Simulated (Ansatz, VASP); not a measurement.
## Tl in VASP and in Ansatz

File INCAR:

```
SYSTEM = Tl
PREC = Accurate ; ENCUT = 520
EDIFF = 1E-6 ; ISMEAR = -1
SIGMA = 0.1 ; LREAL = .FALSE.
LASPH = .TRUE. ; NELM = 80
ALGO = Normal ; ISIF = 2
LWAVE = .FALSE. ; LCHARG = .FALSE.
GGA = PS ; NBANDS = 20
```

KPOINTS

```
regular mesh
0
G
  9 9 9
  0 0 0
```

The input POSCAR:

```
Tl
1.0
    0.0000000000      3.4407587710      3.4407587710
    3.4407587710      0.0000000000      3.4407587710
    3.4407587710      3.4407587710      0.0000000000
Tl
2
Direct
    0.1250000000      0.1250000000      0.1250000000
    0.8750000000      0.8750000000      0.8750000000
```

Input for Ansatz:

```yaml
crystal:
  lattice:
    - [0.0, 3.440758771, 3.440758771]
    - [3.440758771, 0.0, 3.440758771]
    - [3.440758771, 3.440758771, 0.0]
  atoms:
    - { symbol: Tl, position: [0.125, 0.125, 0.125] }
    - { symbol: Tl, position: [0.875, 0.875, 0.875] }
hamiltonian:
  xc: pbesol
  pseudopotentials:
    kind: paw
    azcp:
      Tl: "pseudopotentials/Tl.paw.azcp"
basis:
  ecutwfc: 420
  fft_grid_basis: typed
kpoints:
  mp_grid: { grid: [9, 9, 9], shift: [0, 0, 0] }
magnetization:
  spin_polarized: false
scf:
  occupations: { method: fermi_dirac, width: 0.1 }
  lower_state_search: "off"
output:
  stress: true
```

Alike in both runs: task single point; functional PBEsol; k mesh 9 × 9 × 9; occupations fermi-dirac, width 0.1 eV; no spin polarisation.

```csv
,VASP,Ansatz
version,VASP 6.6.1,Ansatz 0.2.0
potentials or method,"VASP PAW PBE potentials, release 64 (Tl_d), cutoff 520 eV","plane waves (420 eV) with PAW, scalar-relativistic"
valence electrons in the cell,26,26
```

```csv
,VASP,Ansatz,Ansatz less VASP
pressure (GPa),0.0,0.0,+0.05
```

VASP's potentials were made for PBE, not for PBEsol, and Ansatz warns of the same on its side. With one functional, cell and mesh, what is left measures potentials, basis and numerics.

Spin-orbit coupling is off throughout.
